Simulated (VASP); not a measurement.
# SnSe2 in VASP: single point with LDA

Aim: the single point of SnSe2 with LDA.

Everything below comes from runs of VASP 6.6.1. Logs are shortened: lines on timing, memory, paths and dates and some standing lists are left out, and cuts for length are marked.

## Step 1: The cell of the first run

The cell holds a sheet with vacuum, 3 atoms: a = 3.869 Å, b = 3.869 Å, c = 29.937 Å, α = 90.00°, β = 90.00°, γ = 120.00°.

## Step 2: Single point, LDA

The input, INCAR:

```
SYSTEM = SnSe2
PREC = Accurate
ENCUT = 520
EDIFF = 1E-6
ISMEAR = 0
SIGMA = 0.02
LREAL = .False.
LASPH = .True.
NELM = 100
ALGO = Normal
ISIF = 2
LWAVE = .False.
LCHARG = .False.
LDIPOL = .True.
IDIPOL = 3
DIPOL = 0.5 0.5 0.301
GGA = CA
NBANDS = 20
```

The input, KPOINTS:

```
regular mesh
0
Gamma
  12 12 1
  0 0 0
```

The input, POSCAR:

```
SnSe2
1.0
    3.8686268500     -0.0000002887      0.0000000000
   -1.9343131750      3.3503292742      0.0000000000
    0.0000000000      0.0000000000     29.9370000000
Sn Se
1 2
Direct
    0.0000000000      0.0000000000      0.3006310000
    0.6666666667      0.3333333333      0.3539320000
    0.3333333333      0.6666666667      0.2473300000
```

Potentials or basis: VASP PAW LDA potentials, release 64 (Sn_d, Se).

Command:

```
cat potpaw_LDA.64/Sn_d/POTCAR potpaw_LDA.64/Se/POTCAR > POTCAR
mpirun -np 1 vasp_std > vasp.out
```

OUTCAR:

```text
SYSTEM = SnSe2
   PREC = Accurate
   ENCUT = 520
   EDIFF = 1E-6
   ISMEAR = 0
   LREAL = .False.
   LASPH = .True.
   NELM = 100
   ISIF = 2
   GGA = CA

 ion  position               nearest neighbor table
   1  0.000  0.000  0.301-   2 2.74   3 2.74   2 2.74   2 2.74   3 2.74   3 2.74
   2  0.667  0.333  0.354-   1 2.74   1 2.74   1 2.74
   3  0.333  0.667  0.247-   1 2.74   1 2.74   1 2.74

  LATTYP: Found a hexagonal cell.
 ALAT       =     3.8686268500
 C/A-ratio  =     7.7384046487

  Lattice vectors:

 A1 = (   3.8686268500,  -0.0000002887,   0.0000000000)
 A2 = (  -1.9343131750,   3.3503292742,   0.0000000000)
 A3 = (   0.0000000000,   0.0000000000,  29.9370000000)

Analysis of symmetry for initial positions (statically):
=====================================================================
 Subroutine PRICEL returns:
 Original cell was already a primitive cell.

 Routine SETGRP: Setting up the symmetry group for a
 hexagonal supercell.

 Subroutine GETGRP returns: Found 12 space group operations
 (whereof  6 operations were pure point group operations)
 out of a pool of 24 trial point group operations.

The static configuration has the point symmetry C_3v.
 The point group associated with its full space group is D_3d.

Analysis of symmetry for dynamics (positions and initial velocities):
=====================================================================
 Subroutine PRICEL returns:
 Original cell was already a primitive cell.

 Routine SETGRP: Setting up the symmetry group for a
 hexagonal supercell.

 Subroutine GETGRP returns: Found 12 space group operations
 (whereof  6 operations were pure point group operations)
 out of a pool of 24 trial point group operations.

The dynamic configuration has the point symmetry C_3v.
 The point group associated with its full space group is D_3d.

 Subroutine INISYM returns: Found 12 space group operations
 (whereof  6 operations are pure point group operations),
 and found     1 'primitive' translations

----------------------------------------------------------------------------------------

                                     Primitive cell

  volume of cell :     388.0186

  direct lattice vectors                    reciprocal lattice vectors
     3.868626850 -0.000000289  0.000000000     0.258489661  0.149239050  0.000000000
    -1.934313175  3.350329274  0.000000000     0.000000022  0.298478138  0.000000000
     0.000000000  0.000000000 29.937000000     0.000000000  0.000000000  0.033403481

  length of vectors
     3.868626850  3.868626850 29.937000000     0.298478138  0.298478138  0.033403481

  position of ions in fractional coordinates (direct lattice)
     0.000000000  0.000000000  0.300631000
     0.666666667  0.333333333  0.353932000
     0.333333333  0.666666667  0.247330000

  ion indices of the primitive-cell ions
   primitive index   ion index
                 1           1
                 2           2
                 3           3

----------------------------------------------------------------------------------------

 KPOINTS: regular mesh

Automatic generation of k-mesh.
 Grid dimensions read from file:
 generate k-points for:   12   12    1

 Generating k-lattice:

  Cartesian coordinates                     Fractional coordinates (reciprocal lattice)
     0.021540805  0.012436587  0.000000000     0.083333333  0.000000000  0.000000000
     0.000000002  0.024873178  0.000000000     0.000000000  0.083333333  0.000000000
     0.000000000  0.000000000  0.033403481     0.000000000  0.000000000  1.000000000

  Length of vectors
     0.024873178  0.024873178  0.033403481

  Shift w.r.t. Gamma in fractional coordinates (k-lattice)
     0.000000000  0.000000000  0.000000000

 Subroutine IBZKPT returns following result:
 ===========================================

 Found     19 irreducible k-points:

 Following reciprocal coordinates:
            Coordinates               Weight
  0.000000  0.000000  0.000000      1.000000
  0.083333 -0.000000  0.000000      6.000000
  0.166667  0.000000  0.000000      6.000000
  0.250000  0.000000  0.000000      6.000000
  0.333333  0.000000  0.000000      6.000000
  0.416667 -0.000000  0.000000      6.000000
[... 11 lines left out ...]
  0.333333  0.250000  0.000000     12.000000
  0.333333  0.333333  0.000000      2.000000
   k-points           NKPTS =     19   k-points in BZ     NKDIM =     19   number of bands    NBANDS=     20
   number of dos      NEDOS =    301   number of ions     NIONS =      3
   total plane-waves  NPLWV = 201600
   dimension x,y,z NGX =    30 NGY =   30 NGZ =  224
   dimension x,y,z NGXF=    60 NGYF=   60 NGZF=  448
   ions per type =               1   2
   NGX,Y,Z   is equivalent  to a cutoff of  12.89, 12.89, 12.44 a.u.
   NGXF,Y,Z  is equivalent  to a cutoff of  25.78, 25.78, 24.88 a.u.
 SYSTEM =  SnSe2
   PREC   = accura    normal or accurate (medium, high low for compatibility)
   ISTART =      0    job   : 0-new  1-cont  2-samecut
   ICHARG =      2    charge: 1-file 2-atom 10-const
   ISPIN  =      1    spin polarized calculation?
   LNONCOLLINEAR =      F non collinear calculations
   LSORBIT =      F    spin-orbit coupling
   LASPH  =      T    aspherical Exc in radial PAW
   ENCUT  =  520.0 eV  38.22 Ry    6.18 a.u.   7.19  7.19 55.66*2*pi/ulx,y,z
   NELM   =    100;   NELMIN=  2; NELMDL= -5     # of ELM steps
   EDIFF  = 0.1E-05   stopping-criterion for ELM
   LREAL  =      F    real-space projection
   EDIFFG = 0.1E-04   stopping-criterion for IOM
   NSW    =      0    number of steps for IOM
   IBRION =     -1    ionic relax: 0-MD 1-quasi-New 2-CG
   NFREE  =      0    steps in history (QN), initial steepest desc. (CG)
   ISIF   =      2    stress and relaxation
   ISYM   =      2    0-nonsym 1-usesym 2-fastsym
   POTIM  = 0.5000    time-step for ionic-motion
   TEBEG  =    0.0;   TEEND  =   0.0 temperature during run
   PSTRESS=    0.0 pullay stress
   NELECT =      26.0000    total number of electrons
   NUPDOWN=      -1.0000    fix difference up-down
   EMIN   =  10.00;   EMAX   =-10.00  energy-range for DOS
   EFERMI =   0.00;   METHOD = LEGACY
   ISMEAR =     0;   SIGMA  =   0.02  broadening in eV -4-tet -1-fermi 0-gaus
   EFERMI_NEDOS =   21; number of points for ismear=-14 and -15
   IALGO  =     38    algorithm
   IMIX   =      4    mixing-type and parameters
     AMIX     =   0.40;   BMIX     =  1.00
     AMIX_MAG =   1.60;   BMIX_MAG =  1.00
  volume/ion in A,a.u.               =     129.34       872.83
  Fermi-wavevector in a.u.,A,eV,Ry     =   0.664939  1.256552  6.015731  0.442144
  Thomas-Fermi vector in A             =   1.738781
   LORBIT       =      0    0 simple, 1 ext, 2 COOP (PROOUT), +10 PAW based schemes
   GGA     = CA    functional components
   LHFCALC =     F    Hartree Fock is set to
   AEXX    =    0.0000 exact exchange contribution
   IVDW    =     0    specifies the selected vdW correction
   LEPSILON=     F    determine dielectric tensor
   LRPA    =     F    only Hartree local field effects (RPA)
 non-spin polarized calculation
 Gauss-broadening in eV      SIGMA  =   0.02
  energy-cutoff  :      520.00
  volume of cell :      388.02
 maximum number of plane-waves:     10489
 NGX is ok and might be reduce to    30
   NGX = 15   NGY = 15   NGZ =111

 dipolmoment           0.000000      0.000000     -0.000013 electrons x Angstroem

 number of electron      25.9999995 magnetization

 dipolmoment           0.000000      0.000000      0.000004 electrons x Angstroem

 Free energy of the ion-electron system (eV)
  ---------------------------------------------------
  ext. energy  EPLUGINS =         0.00000000
  ---------------------------------------------------
  free energy    TOTEN  =       -13.56887314 eV

  energy without entropy =      -13.56887314  energy(sigma->0) =      -13.56887314

 E-fermi :  -4.1079     XC(G=0):  -2.3480

 val. band max:       -4.2355159218   @ k =   0.1667   0.0000   0.0000
 cond. band min:      -3.5571608729   @ k =   0.5000   0.0000   0.0000
 fundamental gap:      0.6783550490
 Fermi energy:        -4.1079327369

 k-point     1 :       0.0000    0.0000    0.0000
  band No.  band energies     occupation
      1     -25.2533      2.00000
      2     -25.2533      2.00000
      3     -25.2173      2.00000
      4     -25.2084      2.00000
      5     -25.2084      2.00000
      6     -17.5967      2.00000
[... 12 lines left out ...]
     19       1.6490      0.00000
     20       2.1104      0.00000

 k-point     2 :       0.0833   -0.0000    0.0000
  band No.  band energies     occupation
      1     -25.2557      2.00000
      2     -25.2510      2.00000
      3     -25.2157      2.00000
      4     -25.2100      2.00000
      5     -25.2082      2.00000
      6     -17.5332      2.00000
[... 12 lines left out ...]
     19       1.7813      0.00000
     20       2.2136      0.00000

 k-point     3 :       0.1667    0.0000    0.0000
  band No.  band energies     occupation
      1     -25.2629      2.00000
      2     -25.2452      2.00000
      3     -25.2150      2.00000
      4     -25.2097      2.00000
      5     -25.2072      2.00000
      6     -17.3474      2.00000
[... 12 lines left out ...]
     19       2.1707      0.00000
     20       2.5100      0.00000

 k-point     4 :       0.2500    0.0000    0.0000
  band No.  band energies     occupation
      1     -25.2738      2.00000
      2     -25.2389      2.00000
      3     -25.2199      2.00000
      4     -25.2042      2.00000
      5     -25.2025      2.00000
      6     -17.0564      2.00000
[... 314 lines left out ...]
 k-point    18 :       0.3333    0.2500    0.0000
  band No.  band energies     occupation
      1     -25.2769      2.00000
      2     -25.2536      2.00000
      3     -25.2155      2.00000
      4     -25.2028      2.00000
      5     -25.1891      2.00000
      6     -15.9849      2.00000
[... 12 lines left out ...]
     19       4.1331      0.00000
     20       4.3109      0.00000

 k-point    19 :       0.3333    0.3333    0.0000
  band No.  band energies     occupation
      1     -25.2656      2.00000
      2     -25.2656      2.00000
      3     -25.2083      2.00000
      4     -25.2083      2.00000
      5     -25.1901      2.00000
      6     -15.8169      2.00000
[... 12 lines left out ...]
     19       4.3489      0.00000
     20       4.3560      0.00000

------------------------ aborting loop because EDIFF is reached ----------------------------------------

 vacuum level on the upper side and lower side of the slab       (xc-potential included)        -0.006        -0.007

  FORCE on cell =-STRESS in cart. coord.  units (eV):
  Direction    XX          YY          ZZ          XY          YZ          ZX
  --------------------------------------------------------------------------------------
  -------------------------------------------------------------------------------------
  Total       -2.0894099     -2.0894099     -1.4050353      0.0000000      0.0000000      0.0000000
  in kB       -8.6274340     -8.6274340     -5.8015658      0.0000000      0.0000000      0.0000000
  external PRESSURE =      -7.6854779 kB  Pullay stress =       0.0000000 kB

 VOLUME and BASIS-vectors are now :
 -----------------------------------------------------------------------------
  energy-cutoff  :      520.00
  volume of cell :      388.02
      direct lattice vectors                 reciprocal lattice vectors
     3.868626850 -0.000000289  0.000000000     0.258489661  0.149239050  0.000000000
    -1.934313175  3.350329274  0.000000000     0.000000022  0.298478138  0.000000000
     0.000000000  0.000000000 29.937000000     0.000000000  0.000000000  0.033403481

 POSITION                                       TOTAL-FORCE (eV/Angst)
 -----------------------------------------------------------------------------------
      0.00000      0.00000      8.99999         0.000000     -0.000000      0.000000
      1.93431      1.11678     10.59566        -0.000000      0.000000     -0.436604
      0.00000      2.23355      7.40432         0.000000     -0.000000      0.436604
 -----------------------------------------------------------------------------------
    total drift:                               -0.000000      0.000000      0.000144

  FREE ENERGIE OF THE ION-ELECTRON SYSTEM (eV)
  ---------------------------------------------------
  free  energy   TOTEN  =       -13.5688731359 eV

  energy  without entropy=      -13.5688731359  energy(sigma->0) =      -13.56887314

 vacuum level on the upper side and lower side of the slab         2.035         2.035
```

Run time: 3.3 min. Hardware: 1 thread of Intel Xeon Platinum 8124M at 3.00GHz (Skylake/Cascade Lake), shared host; peak memory 0.43 GiB.

Results:

```yaml
Free_energy: -13.5689 eV
Largest_force: 0.437 eV/Å
Band_gap_on_the_k_mesh: 0.68 eV (least direct gap 0.99 eV)
```

Forces on the atoms (eV/Å):
```
Sn   0.000  0.000  0.000
Se   0.000  0.000 -0.437
Se   0.000  0.000  0.437
```

Levels at points of the mesh, in eV from the valence-band top:
```tsv
k point	band 9	band 10	band 11	band 12	band 13	band 14	band 15	band 16	band 17	band 18
(0.00, 0.00, 0.00)	-1.04	-0.47	-0.47	-0.07	-0.07	1.37	2.89	4.46	4.46	5.84
(0.50, 0.00, 0.00)	-4.26	-2.22	-2.16	-0.66	-0.31	0.68	3.95	5.33	5.63	5.64
```

Caveat: spin-orbit coupling is left out, which moves the levels of the heavy elements.
